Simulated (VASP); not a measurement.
# BN (P1) in VASP: single point with PBEsol

Aim: the single point of BN with PBEsol.

Program: VASP 6.6.1. These are calculated values, not measurements. Logs are shortened: lines on timing, memory, paths and dates and some standing lists are left out, and cuts for length are marked.

### 1 The cell of the first run

The typed cell holds 24 atoms: a = 5.001 Å, b = 7.502 Å, c = 6.524 Å, α = 90.00°, β = 90.00°, γ = 120.00°.

### 2 Single point, PBEsol

Contents of INCAR:

```
SYSTEM = BN
ALGO     = Normal         ! electronic algorithm
EDIFF    = 1E-6           ! SCF threshold, eV
ENCUT    = 520            ! plane-wave cutoff, eV
GGA      = PS             ! functional
ISIF     = 2              ! what is computed and relaxed
ISMEAR   = -1             ! smearing method
LASPH    = .True.         ! aspherical terms in the spheres
LCHARG   = .False.        ! write CHGCAR
LREAL    = Auto         
LWAVE    = .False.        ! write WAVECAR
NBANDS   = 66             ! bands
NELM     = 100            ! most SCF steps
PREC     = Accurate       ! precision mode
SIGMA    = 0.069          ! smearing width, eV
```

Contents of KPOINTS:

```
k-points
0
Gamma
  4 2 2
  0 0 0
```

Contents of POSCAR:

```
BN
1.0
    5.0011652085      0.0000000000      0.0000000000
   -3.7508739063      6.4967041786      0.0000000000
    0.0000000000      0.0000000000      6.5236361402
B N
12 12
Direct
    0.1656063833      0.2521649370      0.2611512910
    0.3593488249      0.1031593838      0.7385353653
    0.1895066122      0.5935341819      0.2422071014
    0.3790655624      0.4474164007      0.7536180581
    0.1429288648      0.9092368742      0.2476753708
    0.3680668498      0.7730054905      0.7329148802
    0.6804870666      0.2555237170      0.2865662584
    0.8436625552      0.1002549881      0.7536134595
    0.6659439076      0.5826592832      0.2444549275
    0.8642135268      0.4397960753      0.7557432533
    0.6512832843      0.9115281899      0.2552714413
    0.8811375194      0.7755241522      0.7233119534
    0.1849856366      0.2131265272      0.7546886267
    0.3198678330      0.1300299316      0.2544039803
    0.2079866671      0.5540380016      0.7402974194
    0.3370242784      0.4703021588      0.2532089412
    0.1992765249      0.8842488194      0.7407189635
    0.3371004679      0.8117839223      0.2627244934
    0.7073630723      0.2195468596      0.7480231722
    0.8339168814      0.1316322825      0.2879984352
    0.7077357942      0.5555850937      0.7151956209
    0.8381501983      0.4731488329      0.2569962463
    0.7021921102      0.8880753751      0.7350797771
    0.8172933996      0.8076372043      0.2313996317
```

Potentials or basis: VASP PAW PBE potentials, release 64 (B, N).

The run is started by

```sh
cat potpaw_PBE.64/B/POTCAR potpaw_PBE.64/N/POTCAR > POTCAR
mpirun -np 1 vasp_std > vasp.out
```

OUTCAR:

```text
SYSTEM = BN
   EDIFF = 1E-6
   ENCUT = 520
   GGA = PS
   ISIF = 2
   ISMEAR = -1
   LASPH = .True.
   LREAL = Auto
   NELM = 100
   PREC = Accurate

 ion  position               nearest neighbor table
   1  0.166  0.252  0.261-  16 1.42  20 1.45  14 1.46
   2  0.359  0.103  0.739-  17 1.42  13 1.47  19 1.51
   3  0.190  0.594  0.242-  18 1.43  16 1.44  22 1.53
   4  0.379  0.447  0.754-  15 1.44  21 1.45  13 1.52
   5  0.143  0.909  0.248-  24 1.42  14 1.44  18 1.48
   6  0.368  0.773  0.733-  15 1.42  23 1.45  17 1.45
[... 16 lines left out ...]
  23  0.702  0.888  0.735-   8 1.39   6 1.45  12 1.51
  24  0.817  0.808  0.231-  11 1.40   5 1.42   9 1.47

  LATTYP: Found a simple monoclinic cell.
 ALAT       =     5.0011652085
 B/A-ratio  =     1.3044232430
 C/A-ratio  =     1.3228756555
 COS(beta)  =    -0.1889822365

  Lattice vectors:

 A1 = (   5.0011652085,   0.0000000000,   0.0000000000)
 A2 = (   0.0000000000,   0.0000000000,   6.5236361402)
 A3 = (  -1.2502913022,  -6.4967041786,   0.0000000000)

Analysis of symmetry for initial positions (statically):
=====================================================================
 Subroutine PRICEL returns:
 Original cell was already a primitive cell.

 Routine SETGRP: Setting up the symmetry group for a
 simple monoclinic supercell.

 Subroutine GETGRP returns: Found  1 space group operations
 (whereof  1 operations were pure point group operations)
 out of a pool of  4 trial point group operations.

The static configuration has the point symmetry C_1 .

Analysis of symmetry for dynamics (positions and initial velocities):
=====================================================================
 Subroutine PRICEL returns:
 Original cell was already a primitive cell.

 Routine SETGRP: Setting up the symmetry group for a
 simple monoclinic supercell.

 Subroutine GETGRP returns: Found  1 space group operations
 (whereof  1 operations were pure point group operations)
 out of a pool of  4 trial point group operations.

The dynamic configuration has the point symmetry C_1 .

 Subroutine INISYM returns: Found  1 space group operations
 (whereof  1 operations are pure point group operations),
 and found     1 'primitive' translations

----------------------------------------------------------------------------------------

                                     Primitive cell

  volume of cell :     211.9601

  direct lattice vectors                    reciprocal lattice vectors
     5.001165208  0.000000000  0.000000000     0.199953403  0.115443151  0.000000000
    -3.750873906  6.496704179  0.000000000     0.000000000  0.153924201  0.000000000
     0.000000000  0.000000000  6.523636140     0.000000000  0.000000000  0.153288745

  length of vectors
     5.001165208  7.501747813  6.523636140     0.230886302  0.153924201  0.153288745

  position of ions in fractional coordinates (direct lattice)
     0.165606383  0.252164937  0.261151291
     0.359348825  0.103159384  0.738535365
     0.189506612  0.593534182  0.242207101
     0.379065562  0.447416401  0.753618058
     0.142928865  0.909236874  0.247675371
     0.368066850  0.773005490  0.732914880
[... 16 lines left out ...]
     0.702192110  0.888075375  0.735079777
     0.817293400  0.807637204  0.231399632

  ion indices of the primitive-cell ions
   primitive index   ion index
                 1           1
                 2           2
                 3           3
                 4           4
                 5           5
                 6           6
[... 16 lines left out ...]
                23          23
                24          24

----------------------------------------------------------------------------------------

 KPOINTS: k-points

Automatic generation of k-mesh.
 Grid dimensions read from file:
 generate k-points for:    4    2    2

 Generating k-lattice:

  Cartesian coordinates                     Fractional coordinates (reciprocal lattice)
     0.049988351  0.028860788  0.000000000     0.250000000  0.000000000  0.000000000
     0.000000000  0.076962101  0.000000000     0.000000000  0.500000000  0.000000000
     0.000000000  0.000000000  0.076644373     0.000000000  0.000000000  0.500000000

  Length of vectors
     0.057721575  0.076962101  0.076644373

  Shift w.r.t. Gamma in fractional coordinates (k-lattice)
     0.000000000  0.000000000  0.000000000

 Subroutine IBZKPT returns following result:
 ===========================================

 Found     12 irreducible k-points:

 Following reciprocal coordinates:
            Coordinates               Weight
  0.000000  0.000000  0.000000      1.000000
  0.250000  0.000000  0.000000      2.000000
  0.500000  0.000000  0.000000      1.000000
  0.000000  0.500000  0.000000      1.000000
  0.250000  0.500000  0.000000      2.000000
  0.500000  0.500000  0.000000      1.000000
  0.000000  0.000000  0.500000      1.000000
  0.250000  0.000000  0.500000      2.000000
  0.500000  0.000000  0.500000      1.000000
  0.000000  0.500000  0.500000      1.000000
  0.250000  0.500000  0.500000      2.000000
  0.500000  0.500000  0.500000      1.000000
   k-points           NKPTS =     12   k-points in BZ     NKDIM =     12   number of bands    NBANDS=     66
   number of dos      NEDOS =    301   number of ions     NIONS =     24
   total plane-waves  NPLWV = 112000
   dimension x,y,z NGX =    40 NGY =   56 NGZ =   50
   dimension x,y,z NGXF=    80 NGYF=  112 NGZF=  100
   ions per type =              12  12
   NGX,Y,Z   is equivalent  to a cutoff of  13.30, 12.41, 12.74 a.u.
   NGXF,Y,Z  is equivalent  to a cutoff of  26.59, 24.82, 25.48 a.u.
 SYSTEM =  BN
   PREC   = accura    normal or accurate (medium, high low for compatibility)
   ISTART =      0    job   : 0-new  1-cont  2-samecut
   ICHARG =      2    charge: 1-file 2-atom 10-const
   ISPIN  =      1    spin polarized calculation?
   LNONCOLLINEAR =      F non collinear calculations
   LSORBIT =      F    spin-orbit coupling
   LASPH  =      T    aspherical Exc in radial PAW
   ENCUT  =  520.0 eV  38.22 Ry    6.18 a.u.   9.30 13.95 12.13*2*pi/ulx,y,z
   NELM   =    100;   NELMIN=  2; NELMDL= -5     # of ELM steps
   EDIFF  = 0.1E-05   stopping-criterion for ELM
   LREAL  =      T    real-space projection
   EDIFFG = 0.1E-04   stopping-criterion for IOM
   NSW    =      0    number of steps for IOM
   IBRION =     -1    ionic relax: 0-MD 1-quasi-New 2-CG
   NFREE  =      0    steps in history (QN), initial steepest desc. (CG)
   ISIF   =      2    stress and relaxation
   ISYM   =      2    0-nonsym 1-usesym 2-fastsym
   POTIM  = 0.5000    time-step for ionic-motion
   TEBEG  =    0.0;   TEEND  =   0.0 temperature during run
   PSTRESS=    0.0 pullay stress
   NELECT =      96.0000    total number of electrons
   NUPDOWN=      -1.0000    fix difference up-down
   EMIN   =  10.00;   EMAX   =-10.00  energy-range for DOS
   EFERMI =   0.00;   METHOD = LEGACY
   ISMEAR =    -1;   SIGMA  =   0.07  broadening in eV -4-tet -1-fermi 0-gaus
   EFERMI_NEDOS =   21; number of points for ismear=-14 and -15
   IALGO  =     38    algorithm
   IMIX   =      4    mixing-type and parameters
     AMIX     =   0.40;   BMIX     =  1.00
     AMIX_MAG =   1.60;   BMIX_MAG =  1.00
  volume/ion in A,a.u.               =       8.83        59.60
  Fermi-wavevector in a.u.,A,eV,Ry     =   1.257228  2.375816 21.505657  1.580621
  Thomas-Fermi vector in A             =   2.390897
   LORBIT       =      0    0 simple, 1 ext, 2 COOP (PROOUT), +10 PAW based schemes
   GGA     = PS    functional components
   LHFCALC =     F    Hartree Fock is set to
   AEXX    =    0.0000 exact exchange contribution
   IVDW    =     0    specifies the selected vdW correction
   LEPSILON=     F    determine dielectric tensor
   LRPA    =     F    only Hartree local field effects (RPA)
 non-spin polarized calculation
  energy-cutoff  :      520.00
  volume of cell :      211.96
 maximum number of plane-waves:      5726
 NGX is ok and might be reduce to    40
   NGX = 19   NGY = 27   NGZ = 25

 number of electron      95.9999999 magnetization

 Free energy of the ion-electron system (eV)
  ---------------------------------------------------
  ext. energy  EPLUGINS =         0.00000000
  ---------------------------------------------------
  free energy    TOTEN  =      -217.21518649 eV

  energy without entropy =     -217.21518649  energy(sigma->0) =     -217.21518649

 E-fermi :   4.1619     XC(G=0): -10.4448

 val. band max:        2.6986283292   @ k =   0.5000   0.0000   0.0000
 cond. band min:       6.0893565587   @ k =   0.0000   0.5000   0.0000
 fundamental gap:      3.3907282295
 Fermi energy:         4.1619228641

 k-point     1 :       0.0000    0.0000    0.0000
  band No.  band energies     occupation
      1     -15.4833      2.00000
      2     -15.1258      2.00000
      3     -13.6154      2.00000
      4     -13.4195      2.00000
      5     -13.2902      2.00000
      6     -13.0117      2.00000
[... 52 lines left out ...]
     59      10.0383      0.00000
     60      10.7871      0.00000

 k-point     2 :       0.2500    0.0000    0.0000
  band No.  band energies     occupation
      1     -15.1869      2.00000
      2     -14.8448      2.00000
      3     -13.9003      2.00000
      4     -13.6355      2.00000
      5     -13.3148      2.00000
      6     -13.0508      2.00000
[... 52 lines left out ...]
     59      10.5000      0.00000
     60      10.7422      0.00000

 k-point     3 :       0.5000    0.0000    0.0000
  band No.  band energies     occupation
      1     -14.4462      2.00000
      2     -14.3279      2.00000
      3     -14.1128      2.00000
      4     -13.9948      2.00000
      5     -13.7953      2.00000
      6     -13.6480      2.00000
[... 503 lines left out ...]
      6     -13.3792      2.00000
[... 52 lines left out ...]
     59      10.8129      0.00000
     60      11.0847      0.00000

 k-point    12 :       0.5000    0.5000    0.5000
  band No.  band energies     occupation
      1     -14.6025      2.00000
      2     -14.5251      2.00000
      3     -14.2520      2.00000
      4     -14.2056      2.00000
      5     -13.2047      2.00000
      6     -13.0883      2.00000
[... 52 lines left out ...]
     59      10.6774      0.00000
     60      11.3728      0.00000
 [bands above 60 left out]

------------------------ aborting loop because EDIFF is reached ----------------------------------------

  FORCE on cell =-STRESS in cart. coord.  units (eV):
  Direction    XX          YY          ZZ          XY          YZ          ZX
  --------------------------------------------------------------------------------------
  -------------------------------------------------------------------------------------
  Total        2.6269675      3.9695297      1.3078706     -0.2144759      0.6410963     -0.4714873
  in kB       19.8568910     30.0051370      9.8860164     -1.6211939      4.8459597     -3.5639088
  external PRESSURE =      19.9160148 kB  Pullay stress =       0.0000000 kB

 VOLUME and BASIS-vectors are now :
 -----------------------------------------------------------------------------
  energy-cutoff  :      520.00
  volume of cell :      211.96
      direct lattice vectors                 reciprocal lattice vectors
     5.001165208  0.000000000  0.000000000     0.199953403  0.115443151  0.000000000
    -3.750873906  6.496704179  0.000000000     0.000000000  0.153924201  0.000000000
     0.000000000  0.000000000  6.523636140     0.000000000  0.000000000  0.153288745

 POSITION                                       TOTAL-FORCE (eV/Angst)
 -----------------------------------------------------------------------------------
     -0.11761      1.63824      1.70366         0.763297     -2.362463      0.353967
      1.41022      0.67020      4.81794        -0.346714      1.951269      0.941658
     -1.27852      3.85602      1.58007        -2.164298     -2.089949      1.340297
      0.21757      2.90673      4.91633        -0.936204     -2.298813     -1.336464
     -2.69562      5.90704      1.61574         1.735339      1.811331      0.323031
     -1.05868      5.02199      4.78127         0.381202      0.478185      0.295554
[... 16 lines left out ...]
      0.18072      5.76956      4.79539         0.375850     -2.662893     -0.277897
      1.05807      5.24698      1.50957         1.815584     -2.591762      0.030770
 -----------------------------------------------------------------------------------
    total drift:                               -0.003330     -0.001260     -0.000924

  FREE ENERGIE OF THE ION-ELECTRON SYSTEM (eV)
  ---------------------------------------------------
  free  energy   TOTEN  =      -217.2151864853 eV

  energy  without entropy=     -217.2151864852  energy(sigma->0) =     -217.21518649
```

Run time: 3.7 min. Hardware: 1 thread of AMD EPYC 7R43 (Zen 3), shared host; peak memory 0.33 GiB.

What came out:

* Free energy: -217.2152 eV
* Pressure: 2.0 GPa
* Largest force: 4.432 eV/Å
* Band gap on the k mesh: 3.39 eV, indirect (least direct gap 3.72 eV)

Forces on the atoms (eV/Å):
```
B    0.763 -2.362  0.354
B   -0.347  1.951  0.942
B   -2.164 -2.090  1.340
B   -0.936 -2.299 -1.336
B    1.735  1.811  0.323
B    0.381  0.478  0.296
B   -1.534 -2.718 -1.730
B    3.913  1.629 -0.400
B    0.625  0.053  0.058
B    1.421  0.709 -1.740
B    1.605  3.047  0.577
B   -3.195  0.257  0.542
N    1.809  1.462  0.125
N    1.451  2.399  0.835
N   -1.179 -0.603  0.925
N   -0.591  1.137 -0.478
N    1.725  0.204 -0.542
N   -2.986 -2.228 -0.975
N   -4.410  0.106  0.427
N   -1.344  1.970 -0.586
N    0.173 -1.087  1.539
N    0.893  1.428 -0.248
N    0.376 -2.663 -0.278
N    1.816 -2.592  0.031
```

Caveat: the k points lie up to 0.48 Å⁻¹ apart; the PAW data sets were made with another functional, which shifts forces and pressure a little. A k mesh can miss the band edges.
